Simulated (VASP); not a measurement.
# Hf (P6_3/mmc) in VASP: notebook, part 2 of 2

VASP 6.6.1.

**5. Single point, PBE (strain -0.1500 x Voigt [1, 1, 0, 0, 0, 0])**

Input file INCAR:

```
PREC     = Accurate       # precision mode
ENCUT    = 520            # plane-wave cutoff, eV
EDIFF    = 1E-7           # SCF threshold, eV
ISMEAR   = 0              # smearing method
SIGMA    = 0.15           # smearing width, eV
LREAL    = False          # projectors in reciprocal space
LASPH    = True           # aspherical terms in the spheres
NELM     = 60             # most SCF steps
ALGO     = Normal         # electronic algorithm
ISIF     = 2              # what is computed and relaxed
LWAVE    = False          # write WAVECAR
LCHARG   = False          # write CHGCAR
GGA      = PE             # functional
NBANDS   = 17             # bands
```

Input file KPOINTS:

```
regular mesh
0
Gamma
  18 18 10
```

Input file POSCAR:

```
Hf
1.0
    2.7171937456      0.0000000000      0.0000000000
   -1.3585968728      2.3531588107      0.0000000000
    0.0000000000      0.0000000000      5.0578000000
Hf
2
Direct
    0.3333333333      0.6666666667      0.2500000000
    0.6666666667      0.3333333333      0.7500000000
```

Run with:

```console
cat potpaw_PBE.64/Hf_pv/POTCAR > POTCAR
mpirun -np 1 vasp_std > vasp.out
```

Run time: 68 s. Hardware: 1 thread of Intel Xeon 6975P-C, shared host; peak memory 0.22 GiB.

It converged, with:

* Free energy: -17.7652 eV
* Pressure: 58.4 GPa
* Band gap on the k mesh: zero (band 10 reaches 8.21 eV, above the bottom of band 11 at 6.92 eV)

Stress tensor (GPa, compression positive):
```
65.14  0.00  0.00
 0.00 65.14  0.00
 0.00  0.00 44.98
```

Levels at points of the mesh, in eV from the Fermi level:
| k point | band 6 | band 7 | band 8 | band 9 | band 10 | band 11 | band 12 | band 13 | band 14 | band 15 |
| --- | --- | --- | --- | --- | --- | --- | --- | --- | --- | --- |
| (0.00, 0.00, 0.00) | -28.59 | -8.05 | -4.73 | -0.32 | 1.01 | 1.79 | 1.79 | 2.47 | 2.47 | 5.42 |
| (0.50, 0.00, 0.00) | -29.08 | -4.04 | -3.87 | -3.63 | 0.12 | 1.10 | 1.55 | 2.37 | 8.36 | 9.93 |
| (0.00, 0.00, 0.50) | -28.65 | -5.92 | -5.92 | -0.74 | -0.74 | 1.91 | 1.91 | 1.91 | 1.91 | 7.13 |
| (0.50, 0.00, 0.50) | -29.21 | -4.50 | -4.50 | -2.30 | -2.30 | 3.26 | 3.26 | 4.53 | 4.53 | 8.13 |

Caveat: the cell differs from its parent crystal (strain -0.1500 x Voigt [1, 1, 0, 0, 0, 0]); spin-orbit coupling is left out, which moves the levels of the heavy elements.

**6. Single point, PBE (strain +0.0750 x Voigt [1, 1, 0, 0, 0, 0])**

Input file INCAR:

```
ALGO     = Fast           # electronic algorithm
EDIFF    = 1E-6           # SCF threshold, eV
ENCUT    = 520            # plane-wave cutoff, eV
GGA      = PE             # functional
ISIF     = 2              # what is computed and relaxed
ISMEAR   = 0              # smearing method
LASPH    = True           # aspherical terms in the spheres
LCHARG   = False          # write CHGCAR
LREAL    = False          # projectors in reciprocal space
LWAVE    = False          # write WAVECAR
NBANDS   = 17             # bands
NELM     = 60             # most SCF steps
PREC     = Accurate       # precision mode
SIGMA    = 0.15           # smearing width, eV
```

Input file KPOINTS:

```
k-points
0
Gamma
  18 18 10
```

Input file POSCAR:

```
Hf
1.0
    3.4364509135      0.0000000000      0.0000000000
   -1.7182254568      2.9760537900      0.0000000000
    0.0000000000      0.0000000000      5.0578000000
Hf
2
Direct
    0.3333333333      0.6666666667      0.2500000000
    0.6666666667      0.3333333333      0.7500000000
```

Potentials or basis: VASP PAW PBE potentials, release 64 (Hf_pv).

Run with:

```console
cat potpaw_PBE.64/Hf_pv/POTCAR > POTCAR
mpirun -np 1 vasp_std > vasp.out
```

OUTCAR:

```text
EDIFF = 1E-6
   ENCUT = 520
   GGA = PE
   ISIF = 2
   ISMEAR = 0
   LASPH = True
   LREAL = False
   NELM = 60
   PREC = Accurate

 ion  position               nearest neighbor table
   1  0.333  0.667  0.250-   2 3.21   2 3.21   2 3.21   2 3.21   2 3.21   2 3.21
   2  0.667  0.333  0.750-   1 3.21   1 3.21   1 3.21   1 3.21   1 3.21   1 3.21

  LATTYP: Found a hexagonal cell.
 ALAT       =     3.4364509135
 C/A-ratio  =     1.4718091797

  Lattice vectors:

 A1 = (   3.4364509135,   0.0000000000,   0.0000000000)
 A2 = (  -1.7182254568,   2.9760537900,   0.0000000000)
 A3 = (   0.0000000000,   0.0000000000,   5.0578000000)

Analysis of symmetry for initial positions (statically):
=====================================================================
 Subroutine PRICEL returns:
 Original cell was already a primitive cell.

 Routine SETGRP: Setting up the symmetry group for a
 hexagonal supercell.

 Subroutine GETGRP returns: Found 24 space group operations
 (whereof 12 operations were pure point group operations)
 out of a pool of 24 trial point group operations.

The static configuration has the point symmetry D_3d.
 The point group associated with its full space group is D_6h.

Analysis of symmetry for dynamics (positions and initial velocities):
=====================================================================
 Subroutine PRICEL returns:
 Original cell was already a primitive cell.

 Routine SETGRP: Setting up the symmetry group for a
 hexagonal supercell.

 Subroutine GETGRP returns: Found 24 space group operations
 (whereof 12 operations were pure point group operations)
 out of a pool of 24 trial point group operations.

The dynamic configuration has the point symmetry D_3d.
 The point group associated with its full space group is D_6h.

 Subroutine INISYM returns: Found 24 space group operations
 (whereof 12 operations are pure point group operations),
 and found     1 'primitive' translations

----------------------------------------------------------------------------------------

                                     Primitive cell

  volume of cell :      51.7264

  direct lattice vectors                    reciprocal lattice vectors
     3.436450913  0.000000000  0.000000000     0.290997900  0.168007716  0.000000000
    -1.718225457  2.976053790  0.000000000     0.000000000  0.336015432  0.000000000
     0.000000000  0.000000000  5.057800000     0.000000000  0.000000000  0.197714421

  length of vectors
     3.436450913  3.436450914  5.057800000     0.336015432  0.336015432  0.197714421

  position of ions in fractional coordinates (direct lattice)
     0.333333333  0.666666667  0.250000000
     0.666666667  0.333333333  0.750000000

  ion indices of the primitive-cell ions
   primitive index   ion index
                 1           1
                 2           2

----------------------------------------------------------------------------------------

 KPOINTS: k-points

Automatic generation of k-mesh.
 Grid dimensions read from file:
 generate k-points for:   18   18   10

 Generating k-lattice:

  Cartesian coordinates                     Fractional coordinates (reciprocal lattice)
     0.016166550  0.009333762  0.000000000     0.055555556  0.000000000  0.000000000
     0.000000000  0.018667524  0.000000000     0.000000000  0.055555556  0.000000000
     0.000000000  0.000000000  0.019771442     0.000000000  0.000000000  0.100000000

  Length of vectors
     0.018667524  0.018667524  0.019771442

  Shift w.r.t. Gamma in fractional coordinates (k-lattice)
     0.000000000  0.000000000  0.000000000

 Subroutine IBZKPT returns following result:
 ===========================================

 Found    222 irreducible k-points:

 Following reciprocal coordinates:
            Coordinates               Weight
  0.000000  0.000000  0.000000      1.000000
  0.055556  0.000000  0.000000      6.000000
  0.111111  0.000000  0.000000      6.000000
  0.166667  0.000000  0.000000      6.000000
  0.222222  0.000000  0.000000      6.000000
  0.277778  0.000000  0.000000      6.000000
[... 16 lines left out ...]
  0.333333  0.111111  0.000000     12.000000
  0.388889  0.111111  0.000000     12.000000
 [... further k-points ...]
   k-points           NKPTS =    222   k-points in BZ     NKDIM =    222   number of bands    NBANDS=     17
   number of dos      NEDOS =    301   number of ions     NIONS =      2
   total plane-waves  NPLWV =  31360
   dimension x,y,z NGX =    28 NGY =   28 NGZ =   40
   dimension x,y,z NGXF=    56 NGYF=   56 NGZF=   80
   ions per type =               2
   NGX,Y,Z   is equivalent  to a cutoff of  13.55, 13.55, 13.15 a.u.
   NGXF,Y,Z  is equivalent  to a cutoff of  27.09, 27.09, 26.30 a.u.
 SYSTEM =  unknown system
   PREC   = accura    normal or accurate (medium, high low for compatibility)
   ISTART =      0    job   : 0-new  1-cont  2-samecut
   ICHARG =      2    charge: 1-file 2-atom 10-const
   ISPIN  =      1    spin polarized calculation?
   LNONCOLLINEAR =      F non collinear calculations
   LSORBIT =      F    spin-orbit coupling
   LASPH  =      T    aspherical Exc in radial PAW
   ENCUT  =  520.0 eV  38.22 Ry    6.18 a.u.   6.39  6.39  9.40*2*pi/ulx,y,z
   NELM   =     60;   NELMIN=  2; NELMDL= -5     # of ELM steps
   EDIFF  = 0.1E-05   stopping-criterion for ELM
   LREAL  =      F    real-space projection
[... 7 lines left out ...]
   TEBEG  =    0.0;   TEEND  =   0.0 temperature during run
   PSTRESS=    0.0 pullay stress
   NELECT =      20.0000    total number of electrons
   NUPDOWN=      -1.0000    fix difference up-down
   EMIN   =  10.00;   EMAX   =-10.00  energy-range for DOS
   EFERMI =   0.00;   METHOD = LEGACY
   ISMEAR =     0;   SIGMA  =   0.15  broadening in eV -4-tet -1-fermi 0-gaus
   EFERMI_NEDOS =   21; number of points for ismear=-14 and -15
   IALGO  =     68    algorithm
   IMIX   =      4    mixing-type and parameters
     AMIX     =   0.40;   BMIX     =  1.00
     AMIX_MAG =   1.60;   BMIX_MAG =  1.00
  volume/ion in A,a.u.               =      25.86       174.53
  Fermi-wavevector in a.u.,A,eV,Ry     =   1.192653  2.253787 19.353203  1.422420
  Thomas-Fermi vector in A             =   2.328686
   LORBIT       =      0    0 simple, 1 ext, 2 COOP (PROOUT), +10 PAW based schemes
   GGA     = PE    functional components
   LHFCALC =     F    Hartree Fock is set to
   AEXX    =    0.0000 exact exchange contribution
   IVDW    =     0    specifies the selected vdW correction
   LEPSILON=     F    determine dielectric tensor
   LRPA    =     F    only Hartree local field effects (RPA)
 non-spin polarized calculation
 RMM-DIIS sequential band-by-band and
 Gauss-broadening in eV      SIGMA  =   0.15
  energy-cutoff  :      520.00
  volume of cell :       51.73
 maximum number of plane-waves:      1417
 NGX is ok and might be reduce to    28
   NGX = 13   NGY = 13   NGZ = 19

 number of electron      20.0000001 magnetization

 Free energy of the ion-electron system (eV)
  ---------------------------------------------------
  ext. energy  EPLUGINS =         0.00000000
  ---------------------------------------------------
  free energy    TOTEN  =       -19.53204236 eV

  energy without entropy =      -19.51481939  energy(sigma->0) =      -19.52343088

 E-fermi :   3.9847     XC(G=0): -10.6375

 val. band max:        3.9840833409   @ k =   0.1667   0.0000   0.4000
 cond. band min:       3.9886353748   @ k =   0.1667   0.0000   0.2000
 fundamental gap:      0.0045520338
 Fermi energy:         3.9846544478

 k-point     1 :       0.0000    0.0000    0.0000
  band No.  band energies     occupation
      1     -27.3611      2.00000
      2     -26.9100      2.00000
      3     -26.9100      2.00000
      4     -26.7944      2.00000
      5     -26.7944      2.00000
      6     -26.7521      2.00000
[... 9 lines left out ...]
     16       5.8812      0.00000
     17       8.4664      0.00000

 k-point     2 :       0.0556    0.0000    0.0000
  band No.  band energies     occupation
      1     -27.3561      2.00000
      2     -26.9176      2.00000
      3     -26.9131      2.00000
      4     -26.8029      2.00000
      5     -26.7951      2.00000
      6     -26.7553      2.00000
[... 9 lines left out ...]
     16       6.0220      0.00000
     17       8.5946      0.00000
[... 421 lines left out ...]
 k-point    24 :       0.3889    0.1111    0.0000
  band No.  band energies     occupation
      1     -27.1554      2.00000
      2     -27.1264      2.00000
      3     -27.0488      2.00000
      4     -27.0100      2.00000
      5     -26.9259      2.00000
      6     -26.8445      2.00000
[... 9 lines left out ...]
     16       9.2729      0.00000
     17       9.7209      0.00000

 [... further k-points ...]
[... 5 lines left out ...]
  --------------------------------------------------------------------------------------
  -------------------------------------------------------------------------------------
  Total       -4.3926689     -4.3926689     -2.4775331      0.0000000      0.0000000      0.0000000
  in kB     -136.0587505   -136.0587505    -76.7392358      0.0000000      0.0000000      0.0000000
  external PRESSURE =    -116.2855789 kB  Pullay stress =       0.0000000 kB

 VOLUME and BASIS-vectors are now :
 -----------------------------------------------------------------------------
  energy-cutoff  :      520.00
  volume of cell :       51.73
      direct lattice vectors                 reciprocal lattice vectors
     3.436450913  0.000000000  0.000000000     0.290997900  0.168007716  0.000000000
    -1.718225457  2.976053790  0.000000000     0.000000000  0.336015432  0.000000000
     0.000000000  0.000000000  5.057800000     0.000000000  0.000000000  0.197714421

 POSITION                                       TOTAL-FORCE (eV/Angst)
 -----------------------------------------------------------------------------------
     -0.00000      1.98404      1.26445         0.000000     -0.000000      0.000000
      1.71823      0.99202      3.79335        -0.000000      0.000000      0.000000
 -----------------------------------------------------------------------------------
    total drift:                                0.000000     -0.000000      0.000000

  FREE ENERGIE OF THE ION-ELECTRON SYSTEM (eV)
  ---------------------------------------------------
  free  energy   TOTEN  =       -19.5320423572 eV

  energy  without entropy=      -19.5148193930  energy(sigma->0) =      -19.52343088
```

Run time: 2.4 min. Hardware: 1 thread of Intel Xeon 6975P-C, shared host; peak memory 0.3 GiB.

Results:

```
Free energy            : -19.5320 eV
Pressure               : -11.6 GPa
Band gap on the k mesh : zero (band 10 reaches 4.94 eV, above the bottom of band 11 at 3.48 eV)
```

Levels at points of the mesh, in eV from the Fermi level:
| k point | band 7 | band 8 | band 9 | band 10 | band 11 | band 12 | band 13 | band 14 |
| --- | --- | --- | --- | --- | --- | --- | --- | --- |
| (0.00, 0.00, 0.00) | -6.89 | -3.12 | 0.77 | 0.95 | 0.95 | 1.78 | 1.78 | 1.82 |
| (0.50, 0.00, 0.00) | -3.26 | -2.30 | -1.73 | -1.22 | 0.37 | 0.99 | 1.80 | 4.52 |
| (0.00, 0.00, 0.50) | -4.96 | -4.96 | 0.47 | 0.47 | 0.71 | 0.71 | 0.71 | 0.71 |
| (0.50, 0.00, 0.50) | -3.01 | -3.01 | -0.67 | -0.67 | 0.78 | 0.78 | 2.01 | 2.01 |

Caveat: the cell differs from its parent crystal (strain +0.0750 x Voigt [1, 1, 0, 0, 0, 0]); spin-orbit coupling is left out, which moves the levels of the heavy elements.

**7. Overview**

| cell | gap on the mesh (eV) | pressure (GPa) |
| --- | --- | --- |
| a = 2.957, b = 2.957, c = 5.058 Å, angles 90.0, 90.0, 120.0°, 2 atoms | none | 22.0 |
| a = 3.077, b = 3.077, c = 5.058 Å, angles 90.0, 90.0, 120.0°, 2 atoms | none | 9.8 |
| a = 3.317, b = 3.317, c = 5.058 Å, angles 90.0, 90.0, 120.0°, 2 atoms | none | -6.7 |
| a = 2.717, b = 2.717, c = 5.058 Å, angles 90.0, 90.0, 120.0°, 2 atoms | none | 58.4 |
| a = 3.436, b = 3.436, c = 5.058 Å, angles 90.0, 90.0, 120.0°, 2 atoms | none | -11.6 |

Alike in all rows: task single point; level PBE; potentials or basis VASP PAW PBE potentials, release 64 (Hf_pv); no spin polarisation; k mesh 18 × 18 × 10; cutoff (eV) 520; smearing gaussian 0.15 eV.

Caveats: spin-orbit coupling is left out, which moves the levels of the heavy elements.

Total energies depend on the potentials used, so only differences within one code and one set of settings carry meaning.
